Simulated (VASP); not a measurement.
Set up this calculation in VASP 6.6.1, as the native input.

```
Task                   : single point
Functional             : LDA
Potentials or basis    : VASP PAW LDA potentials, release 64 (Sr_sv, Cl)
Cutoff                 : 520 eV
k mesh                 : 6 × 6 × 6
Occupations            : gaussian, width 0.05 eV
Spin                   : no spin polarisation
Dipole correction      : no
Further INCAR settings : ALGO = Normal; EDIFF = 1e-06; NBANDS = 19
```

The structure of SrCl2 lies in POSCAR:

```
SrCl2
1.0
    0.0000000000      3.2066600000      3.3460800000
    3.2066600000      0.0000000000      3.3460800000
    3.2066600000      3.2066600000      0.0000000000
Sr Cl
1 2
Direct
    0.0000000000      0.0000000000      0.0000000000
    0.2500000000      0.2500000000      0.2500000000
    0.7500000000      0.7500000000      0.7500000000
```

This cell differs from its parent crystal: strain -0.080 along x and y, -0.040 along z.

One way to write it, as run:

INCAR

```
  PREC = Accurate
  ENCUT = 520
  EDIFF = 1E-6
  ISMEAR = 0
  SIGMA = 0.05
  LREAL = F
  LASPH = T
  NELM = 100
  ALGO = Normal
  ISIF = 2
  LWAVE = F
  LCHARG = F
  NBANDS = 19
```

KPOINTS

```
regular mesh
0
Gamma
  6 6 6
```

Potentials or basis: VASP PAW LDA potentials, release 64 (Sr_sv, Cl).

Launch:

```sh
$ cat potpaw_LDA.64/Sr_sv/POTCAR potpaw_LDA.64/Cl/POTCAR > POTCAR
$ mpirun -np 1 vasp_std > vasp.out
```

It gave:

The pressure is 8.3 GPa and the band gap on the k mesh is 4.78 eV (least direct gap 4.80 eV).

Caveat: the cell differs from its parent crystal (strain -0.080 along x and y, -0.040 along z); the cell stands under pressure.

It took 13 s on 1 thread of Intel(R) Xeon(R) 6975P-C (Granite Rapids), on a shared host, peak memory 0.19 GiB.
